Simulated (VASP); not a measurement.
Input of a VASP 6.6.1 run:

Contents of INCAR:

```
PREC = Accurate ; ENCUT = 520
EDIFF = 1E-6 ; ISMEAR = 0
SIGMA = 0.1 ; LREAL = F
LASPH = T ; NELM = 150
ALGO = Normal ; ISIF = 2
LWAVE = F ; LCHARG = T
ISPIN = 2 ; MAGMOM = 0 1 0 0
LORBIT = 11 ; LMAXMIX = 4
GGA = PE ; LELF = T
LVHAR = T ; NBANDS = 23
```

KPOINTS

```
regular mesh
0
Gamma
  6 6 6
```

POSCAR

```
LiReS2
1.0
    1.7669299007      1.0201374538      6.2176922491
   -1.7669299007      1.0201374538      6.2176922491
    0.0000000000     -2.0402749077      6.2176922491
Li Re S
1 1 2
Direct
    0.0000000000      0.0000000000      0.0000000000
    0.5000000000      0.5000000000      0.5000000000
    0.2220000000      0.2220000000      0.2220000000
    0.7780000000      0.7780000000      0.7780000000
```

Potentials or basis: VASP PAW PBE potentials, release 64 (Li_sv, Re, S).

Run with:

```bash
$ cat potpaw_PBE.64/Li_sv/POTCAR potpaw_PBE.64/Re/POTCAR potpaw_PBE.64/S/POTCAR > POTCAR
$ mpirun -np 1 vasp_std > vasp.out
```

What does it give for the net moment?

0.00 μB per cell.

Estimate the band gap on the k mesh.

zero (filled and empty bands overlap).

Forces on the atoms (eV/Å):
```
Li   0.000  0.000  0.000
Re   0.000  0.000  0.000
S    0.000  0.000  4.046
S    0.000  0.000 -4.046
```

Caveat: spin-orbit coupling is left out, which moves the levels of the heavy elements; forces of over 1 eV/Å act on the atoms, so gaps and moduli don't describe the material at rest.
